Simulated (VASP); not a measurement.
# Sn (P6_122) in VASP: further runs

Runs on Sn. Level: PBE. Tasks: single point.

Everything below comes from runs of VASP 6.6.1. Logs are shortened: lines on timing, memory, paths and dates and some standing lists are left out, and cuts for length are marked.

### Step 1. The cell of the first run

Symmetry: P6_122, No. 178, hexagonal system. Conventional cell: a = 7.389 Å, b = 7.389 Å, c = 4.576 Å, α = 90.00°, β = 90.00°, γ = 120.00°. Sn (site symmetry 2) has 4 Sn at 2.89 to 2.91 Å within 3.8 Å.

### Step 2. Single point, PBE

File INCAR:

```
SYSTEM = Sn
  PREC = Accurate
  ENCUT = 500
  EDIFF = 1E-6
  ISMEAR = -1
  SIGMA = 0.15
  LREAL = .False.
  LASPH = .True.
  NELM = 120
  ALGO = Normal
  ISIF = 2
  LWAVE = .False.
  LCHARG = .False.
  GGA = PE
  NBANDS = 51
  GGA_COMPAT = .False.
```

File KPOINTS:

```
Automatic mesh
0
Gamma
  6 6 8
  0 0 0
```

File POSCAR:

```
Sn
1.0
    7.3892778134      0.0000000000      0.0000000000
   -3.6946389067      6.3993023020      0.0000000000
    0.0000000000      0.0000000000      4.5755146952
Sn
6
Direct
    0.6196900089      0.6196900089      0.1666666667
    0.3803099911      0.0000000000      0.5000000000
    0.0000000000      0.3803099911      0.8333333333
    0.0000000000      0.6196900089      0.3333333333
    0.3803099911      0.3803099911      0.6666666667
    0.6196900089      0.0000000000      0.0000000000
```

Potentials or basis: VASP PAW PBE potentials, release 64 (Sn_d).

Run with:

```
> cat potpaw_PBE.64/Sn_d/POTCAR > POTCAR
> mpirun -np 1 vasp_std > vasp.out
```

OUTCAR:

```text
SYSTEM = Sn
   PREC = Accurate
   ENCUT = 500
   EDIFF = 1E-6
   ISMEAR = -1
   LREAL = .False.
   LASPH = .True.
   NELM = 120
   ISIF = 2
   GGA = PE

 ion  position               nearest neighbor table
   1  0.620  0.620  0.167-   5 2.89   5 2.89   4 2.91   6 2.91
   2  0.380  0.000  0.500-   6 2.89   6 2.89   4 2.91   5 2.91
   3  0.000  0.380  0.833-   4 2.89   4 2.89   5 2.91   6 2.91
   4  0.000  0.620  0.333-   3 2.89   3 2.89   1 2.91   2 2.91
   5  0.380  0.380  0.667-   1 2.89   1 2.89   3 2.91   2 2.91
   6  0.620  0.000  0.000-   2 2.89   2 2.89   3 2.91   1 2.91

  LATTYP: Found a hexagonal cell.
 ALAT       =     7.3892778134
 C/A-ratio  =     0.6192099973

  Lattice vectors:

 A1 = (   7.3892778134,   0.0000000000,   0.0000000000)
 A2 = (  -3.6946389067,   6.3993023020,   0.0000000000)
 A3 = (   0.0000000000,   0.0000000000,   4.5755146952)

Analysis of symmetry for initial positions (statically):
=====================================================================
 Subroutine PRICEL returns:
 Original cell was already a primitive cell.

 Routine SETGRP: Setting up the symmetry group for a
 hexagonal supercell.

 Subroutine GETGRP returns: Found 12 space group operations
 (whereof  2 operations were pure point group operations)
 out of a pool of 24 trial point group operations.

The static configuration has the point symmetry C_2 .
 The point group associated with its full space group is D_6 .

Analysis of symmetry for dynamics (positions and initial velocities):
=====================================================================
 Subroutine PRICEL returns:
 Original cell was already a primitive cell.

 Routine SETGRP: Setting up the symmetry group for a
 hexagonal supercell.

 Subroutine GETGRP returns: Found 12 space group operations
 (whereof  2 operations were pure point group operations)
 out of a pool of 24 trial point group operations.

The dynamic configuration has the point symmetry C_2 .
 The point group associated with its full space group is D_6 .

 Subroutine INISYM returns: Found 12 space group operations
 (whereof  2 operations are pure point group operations),
 and found     1 'primitive' translations

----------------------------------------------------------------------------------------

                                     Primitive cell
[... 99 lines left out ...]
   EDIFF  = 0.1E-05   stopping-criterion for ELM
   LREAL  =      F    real-space projection
   EDIFFG = 0.1E-04   stopping-criterion for IOM
   NSW    =      0    number of steps for IOM
   IBRION =     -1    ionic relax: 0-MD 1-quasi-New 2-CG
   NFREE  =      0    steps in history (QN), initial steepest desc. (CG)
   ISIF   =      2    stress and relaxation
   ISYM   =      2    0-nonsym 1-usesym 2-fastsym
   POTIM  = 0.5000    time-step for ionic-motion
   TEBEG  =    0.0;   TEEND  =   0.0 temperature during run
   PSTRESS=    0.0 pullay stress
   NELECT =      84.0000    total number of electrons
   NUPDOWN=      -1.0000    fix difference up-down
   EMIN   =  10.00;   EMAX   =-10.00  energy-range for DOS
   EFERMI =   0.00;   METHOD = LEGACY
   ISMEAR =    -1;   SIGMA  =   0.15  broadening in eV -4-tet -1-fermi 0-gaus
   EFERMI_NEDOS =   21; number of points for ismear=-14 and -15
   IALGO  =     38    algorithm
   IMIX   =      4    mixing-type and parameters
     AMIX     =   0.40;   BMIX     =  1.00
     AMIX_MAG =   1.60;   BMIX_MAG =  1.00
  volume/ion in A,a.u.               =      36.06       243.34
  Fermi-wavevector in a.u.,A,eV,Ry     =   1.194290  2.256881 19.406373  1.426328
  Thomas-Fermi vector in A             =   2.330284
   LORBIT       =      0    0 simple, 1 ext, 2 COOP (PROOUT), +10 PAW based schemes
   GGA     = PE    functional components
   LHFCALC =     F    Hartree Fock is set to
   AEXX    =    0.0000 exact exchange contribution
   IVDW    =     0    specifies the selected vdW correction
   LEPSILON=     F    determine dielectric tensor
   LRPA    =     F    only Hartree local field effects (RPA)
 non-spin polarized calculation
  energy-cutoff  :      500.00
  volume of cell :      216.36
 maximum number of plane-waves:      5531
 NGX is ok and might be reduce to    54

 number of electron      84.0000063 magnetization

 Free energy of the ion-electron system (eV)
  ---------------------------------------------------
  ext. energy  EPLUGINS =         0.00000000
  ---------------------------------------------------
  free energy    TOTEN  =       -22.59312984 eV

  energy without entropy =      -22.51562815  energy(sigma->0) =      -22.55437900

 E-fermi :   5.0289     XC(G=0):  -8.6858

 val. band max:        5.0212356418   @ k =   0.0000   0.0000   0.0000
 cond. band min:       5.0571857562   @ k =   0.0000   0.0000   0.0000
 fundamental gap:      0.0359501145
 Fermi energy:         5.0288720605

 k-point     1 :       0.0000    0.0000    0.0000
  band No.  band energies     occupation
      1     -16.5952      2.00000
      2     -16.5874      2.00000
      3     -16.5529      2.00000
      4     -16.5529      2.00000
      5     -16.4780      2.00000
      6     -16.4765      2.00000
[... 1285 lines left out ...]
     50       9.4900      0.00000
     51      10.1296      0.00000

 [... further k-points ...]

------------------------ aborting loop because EDIFF is reached ----------------------------------------

  FORCE on cell =-STRESS in cart. coord.  units (eV):
  Direction    XX          YY          ZZ          XY          YZ          ZX
  --------------------------------------------------------------------------------------
  -------------------------------------------------------------------------------------
  Total       -0.0594575     -0.0594575     -0.0657440      0.0000000      0.0000000     -0.0000000
  in kB       -0.4402939     -0.4402939     -0.4868462      0.0000000      0.0000000     -0.0000000
  external PRESSURE =      -0.4558114 kB  Pullay stress =       0.0000000 kB

 VOLUME and BASIS-vectors are now :
 -----------------------------------------------------------------------------
  energy-cutoff  :      500.00
  volume of cell :      216.36
      direct lattice vectors                 reciprocal lattice vectors
     7.389277813  0.000000000  0.000000000     0.135331223  0.078133518  0.000000000
    -3.694638907  6.399302302  0.000000000     0.000000000  0.156267035  0.000000000
     0.000000000  0.000000000  4.575514695     0.000000000  0.000000000  0.218554647

 POSITION                                       TOTAL-FORCE (eV/Angst)
 -----------------------------------------------------------------------------------
      2.28953      3.96558      0.76259        -0.000164     -0.000284     -0.000000
      2.81022      0.00000      2.28776         0.000328     -0.000000     -0.000000
     -1.40511      2.43372      3.81293        -0.000164      0.000284      0.000000
     -2.28953      3.96558      1.52517         0.000164     -0.000284     -0.000000
      1.40511      2.43372      3.05034         0.000164      0.000284      0.000000
      4.57906      0.00000      0.00000        -0.000328      0.000000     -0.000000
 -----------------------------------------------------------------------------------
    total drift:                                0.000000     -0.000000     -0.000000

  FREE ENERGIE OF THE ION-ELECTRON SYSTEM (eV)
  ---------------------------------------------------
  free  energy   TOTEN  =       -22.5931298435 eV

  energy  without entropy=      -22.5156281494  energy(sigma->0) =      -22.55437900
```

It took 3.7 min on 1 thread of Oxide Virtual Turin-like, shared host; peak memory 0.42 GiB.

What came out:

```yaml
Free_energy: -22.5931 eV
Pressure: 0.0 GPa
Band_gap_on_the_k_mesh: zero (filled and empty bands touch)
```

Caveat: spin-orbit coupling is left out, which moves the levels of the heavy elements.

### Step 3. Single point, PBE

This run uses another cell than the first one: it holds 12 atoms, not 6.

File INCAR:

```
SYSTEM = Sn
PREC     = Accurate       ! precision mode
ENCUT    = 500            ! plane-wave cutoff, eV
EDIFF    = 1E-6           ! SCF threshold, eV
ISMEAR   = 0              ! smearing method
SIGMA    = 0.2            ! smearing width, eV
LREAL    = .FALSE.        ! projectors in reciprocal space
LASPH    = .TRUE.         ! aspherical terms in the spheres
NELM     = 120            ! most SCF steps
ALGO     = Normal         ! electronic algorithm
ISIF     = 2              ! what is computed and relaxed
LWAVE    = .FALSE.        ! write WAVECAR
LCHARG   = .FALSE.        ! write CHGCAR
GGA      = PE             ! functional
NBANDS   = 96             ! bands
GGA_COMPAT= .FALSE.
```

File KPOINTS:

```
regular mesh
0
G
  3 3 4
  0 0 0
```

File POSCAR:

```
Sn
1.0
    7.3772363357      0.0000000000      0.0000000000
   -3.6886181678      6.3888740765      0.0000000000
    0.0000000000      0.0000000000      9.1602494254
Sn
12
Direct
    0.6194370464      0.6194370464      0.0833333333
    0.6194370464      0.6194370464      0.5833333333
    0.3805629536      0.0000000000      0.2500000000
    0.3805629536      0.0000000000      0.7500000000
    0.0000000000      0.3805629536      0.4166666667
    0.0000000000      0.3805629536      0.9166666667
    1.0000000000      0.6194370464      0.1666666667
    1.0000000000      0.6194370464      0.6666666667
    0.3805629536      0.3805629536      0.3333333333
    0.3805629536      0.3805629536      0.8333333333
    0.6194370464      0.0000000000      0.5000000000
    0.6194370464      0.0000000000      0.0000000000
```

Potentials or basis: VASP PAW PBE potentials, release 64 (Sn_d).

Run with:

```
> cat potpaw_PBE.64/Sn_d/POTCAR > POTCAR
> mpirun -np 1 vasp_std > vasp.out
```

It took 4.7 min on 1 thread of Oxide Virtual Turin-like, shared host; peak memory 0.55 GiB.

Results (log left out):

- Free energy: -45.1731 eV
- Pressure: 0.0 GPa
- Largest force: 0.007 eV/Å
- Band gap on the k mesh: zero (filled and empty bands touch)

Forces in eV/Å, atoms in the order of the input:
```
Sn  -0.004 -0.006  0.000
Sn  -0.004 -0.006  0.000
Sn   0.007  0.000  0.000
Sn   0.007  0.000  0.000
Sn  -0.004  0.006  0.000
Sn  -0.004  0.006  0.000
Sn   0.004 -0.006  0.000
Sn   0.004 -0.006  0.000
Sn   0.004  0.006  0.000
Sn   0.004  0.006  0.000
Sn  -0.007  0.000  0.000
Sn  -0.007  0.000  0.000
```

Levels at points of the mesh, in eV from the Fermi level:
```
           k point  band 81  band 82  band 83  band 84  band 85  band 86  band 87  band 88
(0.00, 0.00, 0.00)    -1.34    -1.34    -0.05     0.01     0.01     1.05     1.05     1.47
(0.00, 0.00, 0.50)    -1.18    -1.18    -0.61    -0.61     0.99     0.99     1.24     1.24
```

Caveat: spin-orbit coupling is left out, which moves the levels of the heavy elements.

The gap in the log of VASP goes by the Fermi energy; the results here count the filled bands.